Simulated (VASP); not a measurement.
A run of VASP 6.6.1 is set up as follows.

The input INCAR:

```
PREC     = Accurate       # precision mode
ENCUT    = 520            # plane-wave cutoff, eV
EDIFF    = 1E-6           # SCF threshold, eV
ISMEAR   = 0              # smearing method
SIGMA    = 0.01           # smearing width, eV
LREAL    = Auto         
LASPH    = T              # aspherical terms in the spheres
NELM     = 100            # most SCF steps
ALGO     = Normal         # electronic algorithm
ISIF     = 2              # what is computed and relaxed
LWAVE    = F              # write WAVECAR
LCHARG   = F              # write CHGCAR
GGA      = PS             # functional
NBANDS   = 86             # bands
```

Contents of KPOINTS:

```
regular mesh
0
Gamma
  4 4 4
```

File POSCAR:

```
Ga4SbP3
1.0
    0.0000000000      5.6073345984      5.6073345984
    5.6073345984      0.0000000000      5.6073345984
    5.6073345984      5.6073345984      0.0000000000
Ga Sb P
8 2 6
Direct
   -0.0062401310     -0.0062401310     -0.0062401310
   -0.0062401310     -0.0062401310      0.5187203930
   -0.0062401310      0.5187203930     -0.0062401310
    0.0187203930      0.4937598690      0.4937598690
    0.5187203930     -0.0062401310     -0.0062401310
    0.4937598690      0.0187203930      0.4937598690
    0.4937598690      0.4937598690      0.0187203930
    0.4937598690      0.4937598690      0.4937598690
    0.1250000000      0.1250000000      0.1250000000
    0.6250000000      0.6250000000      0.6250000000
    0.1250000000      0.1250000000      0.6250000000
    0.1250000000      0.6250000000      0.1250000000
    0.1250000000      0.6250000000      0.6250000000
    0.6250000000      0.1250000000      0.1250000000
    0.6250000000      0.1250000000      0.6250000000
    0.6250000000      0.6250000000      0.1250000000
```

Potentials or basis: VASP PAW PBE potentials, release 64 (Ga_d, Sb, P).

Launch:

```sh
$ cat potpaw_PBE.64/Ga_d/POTCAR potpaw_PBE.64/Sb/POTCAR potpaw_PBE.64/P/POTCAR > POTCAR
$ mpirun -np 1 vasp_std > vasp.out
```

(1) Estimate the pressure.

(2) What does it give for the largest force?

Results:

(1) 0.0 GPa.

(2) 0.014 eV/Å.

Caveat: the PAW data sets were made with another functional, which shifts forces and pressure a little.
